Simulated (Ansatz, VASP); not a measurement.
## One calculation of Hf2ClO4, two programs

INCAR

```
SYSTEM = Hf2ClO4
PREC = Accurate
ENCUT = 520
EDIFF = 1E-6
ISMEAR = 0
SIGMA = 0.05
LREAL = .FALSE.
LASPH = .TRUE.
NELM = 200
ALGO = Normal
ISIF = 2
LWAVE = .FALSE.
LCHARG = .FALSE.
ISPIN = 2
MAGMOM = 0 0 0 0 0 0 1
LORBIT = 11
LMAXMIX = 4
LDIPOL = .TRUE.
IDIPOL = 3
DIPOL = 0.5 0.5 0.316
GGA = PE
IVDW = 12
NBANDS = 38
GGA_COMPAT = .FALSE.
NELMDL = -8
```

File KPOINTS:

```
regular mesh
0
G
  9 9 1
  0 0 0
```

Contents of POSCAR:

```
Hf2ClO4
1.0
    3.5874453701      0.0000000000      0.0000000000
   -1.7937226850      3.1068188252      0.0000000000
    0.0000000000      0.0000000000     21.4612281329
O Hf Cl
4 2 1
Direct
    0.0000000000      0.0000000000      0.1863826234
    0.3333333333      0.6666666667      0.2546251504
    0.6666666667      0.3333333333      0.3182215794
    0.0000000000      0.0000000000      0.3895969085
    0.6666666667      0.3333333333      0.2205038869
    0.3333333333      0.6666666667      0.3527665830
    0.0000000000      0.0000000000      0.4921073513
```

Input for Ansatz:

```yaml
crystal:
  lattice:
    - [3.5874453701, 0.0, 0.0]
    - [-1.793722685, 3.1068188252, 0.0]
    - [0.0, 0.0, 21.4612281329]
  atoms:
    - { symbol: O, position: [0.0, 0.0, 0.1863826234] }
    - { symbol: Hf, position: [0.6666666667, 0.3333333333, 0.2205038869] }
    - { symbol: O, position: [0.3333333333, 0.6666666667, 0.2546251504] }
    - { symbol: O, position: [0.6666666667, 0.3333333333, 0.3182215794] }
    - { symbol: Hf, position: [0.3333333333, 0.6666666667, 0.352766583] }
    - { symbol: O, position: [0.0, 0.0, 0.3895969085] }
    - { symbol: Cl, position: [0.0, 0.0, 0.4921073513], spin: 1.0 }
basis:
  ecutwfc: 420
kpoints:
  mp_grid: { grid: [9, 9, 1] }
hamiltonian:
  xc: pbe
  pseudopotentials: { kind: paw, azcp: { folder: soft_1 } }
  dispersion: d3bj
scf:
  occupations: { method: gaussian, width: 0.05 }
output:
  forces: true
  eigenvalues: true
  populations: true
magnetization:
  spin_polarized: true
efield:
  axis: 3
  dipole_correction: true
  ramp_width: 0.04
```

Alike in both runs: task single point; functional PBE; dispersion D3(BJ); k mesh 9 × 9 × 1; occupations gaussian, width 0.05 eV; collinear spin.

```csv
,VASP,Ansatz
version,VASP 6.6.1,Ansatz 0.2.0
potentials or method,"VASP PAW PBE potentials, release 64 (O, Hf_pv, Cl), cutoff 520 eV","scalar-relativistic, plane waves, PAW"
valence electrons in the cell,51,83
```

VASP gave:

```
gap on the k mesh at the Fermi level (eV)                     : 0.27
least direct gap on the mesh (eV)                             : 0.27
rms of the force components (eV/Å)                            : 0.484
net moment per atom (μB)                                      : 0.14
size of the moment on the site where the two differ most (μB) : 0.56
```

Task: Which values does Ansatz return?

Result: gap on the k mesh at the Fermi level (eV): 0.22; least direct gap on the mesh (eV): 0.22; rms of the force components (eV/Å): 0.482; net moment per atom (μB): 0.14; size of the moment on the site where the two differ most (μB): 0.50.

Site moments also hang on the region over which each program counts them. VASP's potentials hold 51 valence electrons a cell and Ansatz's 83, so a difference there can come from the potentials and not from the codes. Ansatz's warnings: stability check not made.

Spin-orbit coupling is off throughout.
